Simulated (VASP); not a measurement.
Write the native input for VASP 6.6.1 that does the following.

```yaml
Task: single point
Functional: PBE
Potentials_or_basis: VASP PAW PBE potentials, release 64 (Hf_pv, O)
Cutoff: 520 eV
k_mesh: 6 × 6 × 8
Occupations: fermi-dirac, width 0.05 eV
Spin: no spin polarisation
Dipole_correction: no
Further_INCAR_settings: ALGO = Normal; EDIFF = 1e-06; NBANDS = 31
```

The structure of HfO2 lies in POSCAR:

```
HfO2
1.0
    4.8768762144      0.0000000000      0.0000000000
    0.0000000000      4.8768762144      0.0000000000
    0.0000000000      0.0000000000      3.2475967658
Hf O
2 4
Direct
    0.5000000000      0.5000000000      0.5000000000
    0.0000000000      0.0000000000      0.0000000000
    0.8050448800      0.1949551200      0.5000000000
    0.6949551200      0.6949551200      0.0000000000
    0.3050448800      0.3050448800      0.0000000000
    0.1949551200      0.8050448800      0.5000000000
```

This cell differs from its parent crystal: volume scaled by 1.04.

These files were run (other wordings do the same):

INCAR

```
  PREC = Accurate
  ENCUT = 520
  EDIFF = 1E-6
  ISMEAR = -1
  SIGMA = 0.05
  LREAL = False
  LASPH = True
  NELM = 100
  ALGO = Normal
  ISIF = 2
  LWAVE = False
  LCHARG = False
  GGA = PE
  NBANDS = 31
```

KPOINTS

```
regular mesh
0
Gamma
  6 6 8
```

Potentials or basis: VASP PAW PBE potentials, release 64 (Hf_pv, O).

Run with:

```sh
$ cat potpaw_PBE.64/Hf_pv/POTCAR potpaw_PBE.64/O/POTCAR > POTCAR
$ mpirun -np 1 vasp_std > vasp.out
```

It gave:

```json
{
 "Pressure": "-3.2 GPa",
 "Largest force": "0.093 eV/Å",
 "Band gap on the k mesh": "3.83 eV, direct"
}
```

Caveat: spin-orbit coupling is left out, which moves the levels of the heavy elements.

Run time: 32 s on 1 thread of Intel(R) Xeon(R) 6975P-C (Granite Rapids), on a shared host, peak memory 0.24 GiB.
